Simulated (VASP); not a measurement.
# MnHg (Pm-3m) in VASP: a series of runs

The runs below take MnHg through single point, with PBE.

All numbers are computed with VASP 6.6.1; they aren't measurements. Logs are shortened: lines on timing, memory, paths and dates and some standing lists are left out, and cuts for length are marked.

## (1) The cell of the first run

The structure is cubic, space group Pm-3m (No. 221). The conventional cell has a = 3.315 Å, b = 3.315 Å, c = 3.315 Å, α = 90.00°, β = 90.00°, γ = 90.00°. Within 3.8 Å of Hg (site symmetry m-3m) lie 8 Mn at 2.87 Å and 6 Hg at 3.31 Å. Within 3.8 Å of Mn (site symmetry m-3m) lie 8 Hg at 2.87 Å and 6 Mn at 3.31 to 3.32 Å.

## (2) Single point, PBE, collinear spin, ferromagnetic start

The input, INCAR:

```
SYSTEM = MnHg
  PREC = Accurate
  ENCUT = 520
  EDIFF = 1E-6
  ISMEAR = -1
  SIGMA = 0.05
  LREAL = .False.
  LASPH = .True.
  NELM = 150
  ALGO = Normal
  ISIF = 2
  LWAVE = .False.
  LCHARG = .False.
  ISPIN = 2
  MAGMOM = 0 5
  LORBIT = 11
  NUPDOWN = 5.0
  LMAXMIX = 4
  GGA = PE
  NBANDS = 24
```

The input, KPOINTS:

```
Automatic mesh
0
Gamma
  7 7 7
  0 0 0
```

The input, POSCAR:

```
MnHg
1.0
    3.3150000000      0.0000000000      0.0000000000
    0.0000000000      3.3150000000      0.0000000000
    0.0000000000      0.0000000000      3.3150000000
Hg Mn
1 1
Direct
    0.0000000000      0.0000000000      0.0000000000
    0.5000000000      0.5000000000      0.5000000000
```

Potentials or basis: VASP PAW PBE potentials, release 64 (Hg, Mn_pv).

Launch:

```
> cat potpaw_PBE.64/Hg/POTCAR potpaw_PBE.64/Mn_pv/POTCAR > POTCAR
> mpirun -np 1 vasp_std > vasp.out
```

OUTCAR:

```text
SYSTEM = MnHg
   PREC = Accurate
   ENCUT = 520
   EDIFF = 1E-6
   ISMEAR = -1
   LREAL = .False.
   LASPH = .True.
   NELM = 150
   ISIF = 2
   ISPIN = 2
   LORBIT = 11
   NUPDOWN = 5.0
   GGA = PE

 ion  position               nearest neighbor table
   1  0.000  0.000  0.000-   2 2.87   2 2.87   2 2.87   2 2.87   2 2.87   2 2.87   2 2.87   2 2.87

   2  0.500  0.500  0.500-   1 2.87   1 2.87   1 2.87   1 2.87   1 2.87   1 2.87   1 2.87   1 2.87

  LATTYP: Found a simple cubic cell.
 ALAT       =     3.3150000000

  Lattice vectors:

 A1 = (   3.3150000000,   0.0000000000,   0.0000000000)
 A2 = (   0.0000000000,   3.3150000000,   0.0000000000)
 A3 = (   0.0000000000,   0.0000000000,   3.3150000000)

Analysis of symmetry for initial positions (statically):
=====================================================================
 Subroutine PRICEL returns:
 Original cell was already a primitive cell.

 Routine SETGRP: Setting up the symmetry group for a
 simple cubic supercell.

 Subroutine GETGRP returns: Found 48 space group operations
 (whereof 48 operations were pure point group operations)
 out of a pool of 48 trial point group operations.

The static configuration has the point symmetry O_h .

Analysis of symmetry for dynamics (positions and initial velocities):
=====================================================================
 Subroutine PRICEL returns:
 Original cell was already a primitive cell.

 Routine SETGRP: Setting up the symmetry group for a
 simple cubic supercell.

 Subroutine GETGRP returns: Found 48 space group operations
 (whereof 48 operations were pure point group operations)
 out of a pool of 48 trial point group operations.

The dynamic configuration has the point symmetry O_h .

Analysis of structural, dynamic, and magnetic symmetry:
=====================================================================
 Subroutine PRICEL returns:
 Original cell was already a primitive cell.

 Routine SETGRP: Setting up the symmetry group for a
 simple cubic supercell.

 Subroutine GETGRP returns: Found 48 space group operations
 (whereof 48 operations were pure point group operations)
 out of a pool of 48 trial point group operations.

The overall configuration has the point symmetry O_h .

 Subroutine INISYM returns: Found 48 space group operations
 (whereof 48 operations are pure point group operations),
 and found     1 'primitive' translations

----------------------------------------------------------------------------------------
[... 110 lines left out ...]
  Fermi-wavevector in a.u.,A,eV,Ry     =   1.444014  2.728790 28.370534  2.085175
  Thomas-Fermi vector in A             =   2.562356
   LORBIT       =     11    0 simple, 1 ext, 2 COOP (PROOUT), +10 PAW based schemes
   GGA     = PE    functional components
   LHFCALC =     F    Hartree Fock is set to
   AEXX    =    0.0000 exact exchange contribution
   IVDW    =     0    specifies the selected vdW correction
   LEPSILON=     F    determine dielectric tensor
   LRPA    =     F    only Hartree local field effects (RPA)
 spin polarized calculation
  energy-cutoff  :      520.00
  volume of cell :       36.43
 maximum number of plane-waves:       992
 NGX is ok and might be reduce to    28
   NGX = 13   NGY = 13   NGZ = 13

 number of electron      25.0000011 magnetization       5.0000005

 Free energy of the ion-electron system (eV)
  ---------------------------------------------------
  ext. energy  EPLUGINS =         0.00000000
  ---------------------------------------------------
  free energy    TOTEN  =        -7.91260264 eV

  energy without entropy =       -7.90383653  energy(sigma->0) =       -7.90821959

 E-fermi :   4.9645     XC(G=0): -11.6699

 val. band max:        6.8414416332   @ k =   0.2857   0.2857   0.1429
 cond. band min:       5.1398692022   @ k =   0.4286   0.2857   0.2857
 fundamental gap:     -1.7015724310
 Fermi energy:         6.9220442116

 spin component 1

 k-point     1 :       0.0000    0.0000    0.0000
  band No.  band energies     occupation
      1     -45.2212      1.00000
      2     -45.2212      1.00000
      3     -45.2212      1.00000
      4      -4.2839      1.00000
      5      -2.6718      1.00000
      6      -2.6718      1.00000
[... 529 lines left out ...]
     23      29.2652      0.00000
     24      29.8153      0.00000
 Fermi energy:         4.9645066258

 spin component 2

 k-point     1 :       0.0000    0.0000    0.0000
  band No.  band energies     occupation
      1     -40.6744      1.00000
      2     -40.6744      1.00000
      3     -40.6744      1.00000
      4      -3.6494      1.00000
      5      -2.4767      1.00000
      6      -2.4767      1.00000
[... 529 lines left out ...]
     23      29.8931      0.00000
     24      30.3267      0.00000

------------------------ aborting loop because EDIFF is reached ----------------------------------------

  FORCE on cell =-STRESS in cart. coord.  units (eV):
  Direction    XX          YY          ZZ          XY          YZ          ZX
  --------------------------------------------------------------------------------------
  -------------------------------------------------------------------------------------
  Total        2.3037926      2.3037926      2.3037926      0.0000000      0.0000000      0.0000000
  in kB      101.3219090    101.3219090    101.3219090      0.0000000      0.0000000      0.0000000
  external PRESSURE =     101.3219090 kB  Pullay stress =       0.0000000 kB

 VOLUME and BASIS-vectors are now :
 -----------------------------------------------------------------------------
  energy-cutoff  :      520.00
  volume of cell :       36.43
      direct lattice vectors                 reciprocal lattice vectors
     3.315000000  0.000000000  0.000000000     0.301659125  0.000000000  0.000000000
     0.000000000  3.315000000  0.000000000     0.000000000  0.301659125  0.000000000
     0.000000000  0.000000000  3.315000000     0.000000000  0.000000000  0.301659125

 POSITION                                       TOTAL-FORCE (eV/Angst)
 -----------------------------------------------------------------------------------
      0.00000      0.00000      0.00000         0.000000      0.000000      0.000000
      1.65750      1.65750      1.65750         0.000000      0.000000      0.000000
 -----------------------------------------------------------------------------------
    total drift:                                0.000000      0.000000      0.000000

  FREE ENERGIE OF THE ION-ELECTRON SYSTEM (eV)
  ---------------------------------------------------
  free  energy   TOTEN  =        -7.9126026436 eV

  energy  without entropy=       -7.9038365291  energy(sigma->0) =       -7.90821959

 total charge

# of ion       s       p       d       tot
------------------------------------------
    1        0.871   0.517   9.245  10.633
    2        0.273   6.202   4.874  11.348
--------------------------------------------------
tot          1.144   6.719  14.118  21.981

 magnetization (x)

# of ion       s       p       d       tot
------------------------------------------
    1        0.029   0.064   0.095   0.188
    2        0.060   0.072   4.200   4.332
--------------------------------------------------
tot          0.089   0.137   4.295   4.520
```

OSZICAR:

```text
N       E                     dE             d eps       ncg     rms          rms(c)
DAV:   1     0.238655031631E+03    0.23866E+03   -0.14014E+04  1928   0.120E+03
DAV:   2    -0.882976329417E+00   -0.23954E+03   -0.22689E+03  2024   0.344E+02
DAV:   3    -0.831500145021E+01   -0.74320E+01   -0.74078E+01  2232   0.687E+01
DAV:   4    -0.836721235426E+01   -0.52211E-01   -0.52207E-01  2184   0.542E+00
DAV:   5    -0.836801429728E+01   -0.80194E-03   -0.80194E-03  2312   0.614E-01    0.112E+01
DAV:   6    -0.785802720251E+01    0.50999E+00   -0.31260E+00  2152   0.163E+01    0.733E+00
DAV:   7    -0.790556732653E+01   -0.47540E-01   -0.35204E-01  2144   0.605E+00    0.491E+00
DAV:   8    -0.791620400294E+01   -0.10637E-01   -0.23935E-02  2008   0.133E+00    0.243E+00
DAV:   9    -0.791233453534E+01    0.38695E-02   -0.95376E-03  2184   0.718E-01    0.513E-01
DAV:  10    -0.791252358443E+01   -0.18905E-03   -0.82681E-04  2008   0.273E-01    0.114E-01
DAV:  11    -0.791259022921E+01   -0.66645E-04   -0.77667E-05  2168   0.666E-02    0.298E-02
DAV:  12    -0.791260088501E+01   -0.10656E-04   -0.20359E-05  2152   0.341E-02    0.145E-02
DAV:  13    -0.791260277456E+01   -0.18895E-05   -0.22711E-06  2032   0.124E-02    0.456E-03
DAV:  14    -0.791260264362E+01    0.13093E-06   -0.20823E-07  1088   0.349E-03
   1 F= -.79126026E+01 E0= -.79082196E+01  d E =-.876611E-02  mag=     5.0000
```

stdout:

```text
POSCAR found type information on POSCAR HgMn
 POSCAR found :  2 types and       2 ions
 scaLAPACK will be used
 LDA part: xc-table for (Slater+PW92), standard interpolation
 POSCAR, INCAR and KPOINTS ok, starting setup
 FFT: planning ... GRIDC
 FFT: planning ... GRID_SOFT
 FFT: planning ... GRID
 WAVECAR not read
 entering main loop
```

Run time: 24 s. Hardware: 1 thread of Intel Xeon Platinum 8488C (Sapphire Rapids), shared host; peak memory 0.18 GiB.

Results:

```
Free energy                                           : -7.9126 eV
Pressure                                              : 10.1 GPa
Net moment                                            : 5.00 μB per cell
Site moments                                          : Hg +0.19; Mn +4.33 μB
Valence electrons inside the program's atomic spheres : Hg 10.63; Mn 11.35
```

Caveat: spin-orbit coupling is left out, which moves the levels of the heavy elements; the total moment is fixed, so each spin has its own Fermi level.

## (3) Single point, PBE, collinear spin, ferromagnetic start

The input, INCAR:

```
SYSTEM = MnHg
ALGO = Normal
EDIFF = 1E-6
ENCUT = 520
GGA = PE
ISIF = 2
ISMEAR = -1
ISPIN = 2
LASPH = .TRUE.
LCHARG = .FALSE.
LMAXMIX = 4
LORBIT = 11
LREAL = .FALSE.
LWAVE = .FALSE.
MAGMOM = 0 6
NBANDS = 24
NELM = 150
NUPDOWN = 6.0
PREC = Accurate
SIGMA = 0.05
```

The input, KPOINTS:

```
k-points
0
G
  7 7 7
  0 0 0
```

POSCAR is that of step 2.

Potentials or basis: VASP PAW PBE potentials, release 64 (Hg, Mn_pv).

Launch:

```
> cat potpaw_PBE.64/Hg/POTCAR potpaw_PBE.64/Mn_pv/POTCAR > POTCAR
> mpirun -np 1 vasp_std > vasp.out
```

Run time: 22 s. Hardware: 1 thread of Intel Xeon Platinum 8488C (Sapphire Rapids), shared host; peak memory 0.18 GiB.

Results (log left out):

- Free energy: -6.2902 eV
- Pressure: 23.1 GPa
- Net moment: 6.00 μB per cell
- Site moments: Hg +0.47; Mn +4.66 μB
- Valence electrons inside the program's atomic spheres: Hg 10.68; Mn 11.33

Caveat: spin-orbit coupling is left out, which moves the levels of the heavy elements; the total moment is fixed, so each spin has its own Fermi level.

## (4) Single point, PBE, collinear spin, ferromagnetic start

The input, INCAR:

```
PREC     = Accurate       # precision mode
ENCUT    = 520            # plane-wave cutoff, eV
EDIFF    = 1E-6           # SCF threshold, eV
ISMEAR   = -1             # smearing method
SIGMA    = 0.05           # smearing width, eV
LREAL    = False          # projectors in reciprocal space
LASPH    = True           # aspherical terms in the spheres
NELM     = 150            # most SCF steps
ALGO     = Normal         # electronic algorithm
ISIF     = 2              # what is computed and relaxed
LWAVE    = False          # write WAVECAR
LCHARG   = False          # write CHGCAR
ISPIN    = 2              # spin polarisation
MAGMOM   = 0 8            # initial moments
LORBIT   = 11             # projections on sites
NUPDOWN  = 8.0            # fixed moment
LMAXMIX  = 4              # l up to which the mixer works
GGA      = PE             # functional
NBANDS   = 24             # bands
```

The input, KPOINTS:

```
Automatic mesh
0
Gamma
  7 7 7
```

POSCAR is that of step 3.

Potentials or basis: VASP PAW PBE potentials, release 64 (Hg, Mn_pv).

Launch:

```
> cat potpaw_PBE.64/Hg/POTCAR potpaw_PBE.64/Mn_pv/POTCAR > POTCAR
> mpirun -np 1 vasp_std > vasp.out
```

OUTCAR:

```text
PREC = Accurate
   ENCUT = 520
   EDIFF = 1E-6
   ISMEAR = -1
   LREAL = False
   LASPH = True
   NELM = 150
   ISIF = 2
   ISPIN = 2
   LORBIT = 11
   NUPDOWN = 8.0
   GGA = PE

 ion  position               nearest neighbor table
   1  0.000  0.000  0.000-   2 2.87   2 2.87   2 2.87   2 2.87   2 2.87   2 2.87   2 2.87   2 2.87

   2  0.500  0.500  0.500-   1 2.87   1 2.87   1 2.87   1 2.87   1 2.87   1 2.87   1 2.87   1 2.87

  LATTYP: Found a simple cubic cell.
 ALAT       =     3.3150000000

  Lattice vectors:

 A1 = (   3.3150000000,   0.0000000000,   0.0000000000)
 A2 = (   0.0000000000,   3.3150000000,   0.0000000000)
 A3 = (   0.0000000000,   0.0000000000,   3.3150000000)

Analysis of symmetry for initial positions (statically):
=====================================================================
 Subroutine PRICEL returns:
 Original cell was already a primitive cell.

[... 733 lines left out ...]
      2     -40.4500      1.00000
      3     -40.4500      1.00000
      4      -2.7554      1.00000
      5      -2.1095      1.00000
      6      -2.1095      1.00000
[... 529 lines left out ...]
     23      30.9124      0.00000
     24      31.4439      0.00000

------------------------ aborting loop because EDIFF is reached ----------------------------------------

  FORCE on cell =-STRESS in cart. coord.  units (eV):
  Direction    XX          YY          ZZ          XY          YZ          ZX
  --------------------------------------------------------------------------------------
  -------------------------------------------------------------------------------------
  Total       12.2994863     12.2994863     12.2994863      0.0000000      0.0000000      0.0000000
  in kB      540.9373358    540.9373358    540.9373358      0.0000000      0.0000000      0.0000000
  external PRESSURE =     540.9373358 kB  Pullay stress =       0.0000000 kB

 VOLUME and BASIS-vectors are now :
 -----------------------------------------------------------------------------
  energy-cutoff  :      520.00
  volume of cell :       36.43
      direct lattice vectors                 reciprocal lattice vectors
     3.315000000  0.000000000  0.000000000     0.301659125  0.000000000  0.000000000
     0.000000000  3.315000000  0.000000000     0.000000000  0.301659125  0.000000000
     0.000000000  0.000000000  3.315000000     0.000000000  0.000000000  0.301659125

 POSITION                                       TOTAL-FORCE (eV/Angst)
 -----------------------------------------------------------------------------------
      0.00000      0.00000      0.00000         0.000000      0.000000      0.000000
      1.65750      1.65750      1.65750         0.000000      0.000000      0.000000
 -----------------------------------------------------------------------------------
    total drift:                                0.000000      0.000000      0.000000

  FREE ENERGIE OF THE ION-ELECTRON SYSTEM (eV)
  ---------------------------------------------------
  free  energy   TOTEN  =         0.3518665234 eV

  energy  without entropy=        0.3655268928  energy(sigma->0) =        0.35869671

 total charge

# of ion       s       p       d       tot
------------------------------------------
    1        0.812   0.532   9.286  10.630
    2        0.357   6.292   4.714  11.364
--------------------------------------------------
tot          1.169   6.824  14.000  21.994

 magnetization (x)

# of ion       s       p       d       tot
------------------------------------------
    1        0.367   0.478   0.272   1.117
    2        0.260   0.269   4.631   5.160
--------------------------------------------------
tot          0.627   0.747   4.903   6.277
```

OSZICAR:

```text
N       E                     dE             d eps       ncg     rms          rms(c)
DAV:   1     0.250774116298E+03    0.25077E+03   -0.13633E+04  1928   0.118E+03
DAV:   2     0.100034564060E+02   -0.24077E+03   -0.22739E+03  2000   0.347E+02
DAV:   3     0.242183755659E+01   -0.75816E+01   -0.75544E+01  2264   0.694E+01
DAV:   4     0.236924677773E+01   -0.52591E-01   -0.52586E-01  2160   0.544E+00
DAV:   5     0.236844287661E+01   -0.80390E-03   -0.80389E-03  2336   0.616E-01    0.290E+01
DAV:   6     0.283933899377E+01    0.47090E+00   -0.41347E+00  2136   0.178E+01    0.156E+01
DAV:   7     0.306818204149E+00   -0.25325E+01   -0.21171E+00  2096   0.140E+01    0.842E+00
DAV:   8     0.356199205803E+00    0.49381E-01   -0.12635E-01  2216   0.363E+00    0.502E+00
DAV:   9     0.352024409242E+00   -0.41748E-02   -0.26411E-02  2080   0.190E+00    0.145E+00
DAV:  10     0.351602188583E+00   -0.42222E-03   -0.25255E-03  2208   0.522E-01    0.227E-01
DAV:  11     0.351760882314E+00    0.15869E-03   -0.36436E-04  2104   0.174E-01    0.126E-01
DAV:  12     0.351868419755E+00    0.10754E-03   -0.18090E-05  2096   0.404E-02    0.167E-02
DAV:  13     0.351867130089E+00   -0.12897E-05   -0.36434E-06  2152   0.165E-02    0.971E-03
DAV:  14     0.351866523449E+00   -0.60664E-06   -0.20730E-06  1776   0.117E-02
   1 F= 0.35186652E+00 E0= 0.35869671E+00  d E =-.136604E-01  mag=     8.0000
```

stdout:

```text
POSCAR found type information on POSCAR HgMn
 POSCAR found :  2 types and       2 ions
 scaLAPACK will be used
 LDA part: xc-table for (Slater+PW92), standard interpolation
 POSCAR, INCAR and KPOINTS ok, starting setup
 FFT: planning ... GRIDC
 FFT: planning ... GRID_SOFT
 FFT: planning ... GRID
 WAVECAR not read
 entering main loop
```

Run time: 25 s. Hardware: 1 thread of Intel Xeon Platinum 8488C (Sapphire Rapids), shared host; peak memory 0.18 GiB.

What came out:

```
Free energy                                           : 0.3519 eV
Pressure                                              : 54.1 GPa
Net moment                                            : 8.00 μB per cell
Site moments                                          : Hg +1.12; Mn +5.16 μB
Valence electrons inside the program's atomic spheres : Hg 10.63; Mn 11.36
```

Caveat: spin-orbit coupling is left out, which moves the levels of the heavy elements; the total moment is fixed, so each spin has its own Fermi level.

## (5) Overview

```tsv
fixed moment (μB)	pressure (GPa)	moment (μB)
5.0	10.1	5.00
6.0	23.1	6.00
8.0	54.1	8.00
```

Alike in all rows: task single point; level PBE; potentials or basis VASP PAW PBE potentials, release 64 (Hg, Mn_pv); spin collinear, ferromagnetic start; cell as given; k mesh 7 × 7 × 7; cutoff (eV) 520; smearing fermi-dirac 0.05 eV.

Caveats: spin-orbit coupling is left out, which moves the levels of the heavy elements; the total moment is fixed, so each spin has its own Fermi level.

Total energies depend on the potentials used, so only differences within one code and one set of settings carry meaning.
